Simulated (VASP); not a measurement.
Wanted: the native input for a VASP 6.6.1 run.

- Task: single point
- Functional: PBE
- Potentials or basis: VASP PAW PBE potentials, release 64 (Tb)
- Cutoff: 520 eV
- k mesh: 8 × 8 × 8
- Occupations: fermi-dirac, width 0.136057 eV
- Spin: no spin polarisation
- Dipole correction: no
- Further INCAR settings: ALGO = Normal; EDIFF = 1e-06; NBANDS = 26

The structure of Tb lies in POSCAR:

```
Tb
1.0
    0.0000000000      2.8213922673      2.8213922673
    2.8213922673      0.0000000000      2.8213922673
    2.8213922673      2.8213922673      0.0000000000
Tb
2
Direct
    0.0000000000      0.0000000000      0.0000000000
    0.2500000000      0.2500000000      0.2500000000
```

These files were run (other wordings do the same):

INCAR

```
PREC = Accurate ; ENCUT = 520
EDIFF = 1E-6 ; ISMEAR = -1
SIGMA = 0.13605693000000002 ; LREAL = F
LASPH = T ; NELM = 80
ALGO = Normal ; ISIF = 2
LWAVE = F ; LCHARG = F
GGA = PE ; NBANDS = 26
```

KPOINTS

```
Automatic mesh
0
Gamma
  8 8 8
```

Potentials or basis: VASP PAW PBE potentials, release 64 (Tb).

Run with:

```bash
$ cat potpaw_PBE.64/Tb/POTCAR > POTCAR
$ mpirun -np 1 vasp_std > vasp.out
```

Results of the run:

- Pressure: 1.3 GPa
- Band gap on the k mesh: zero (band 19 reaches 3.72 eV, above the bottom of band 20 at 3.44 eV)

Caveat: spin-orbit coupling is left out, which moves the levels of the heavy elements.

Run time: 95 s on 1 thread of AMD EPYC 7R43 64-Core Processor (Zen 3) (shared host), peak memory 0.16 GiB.
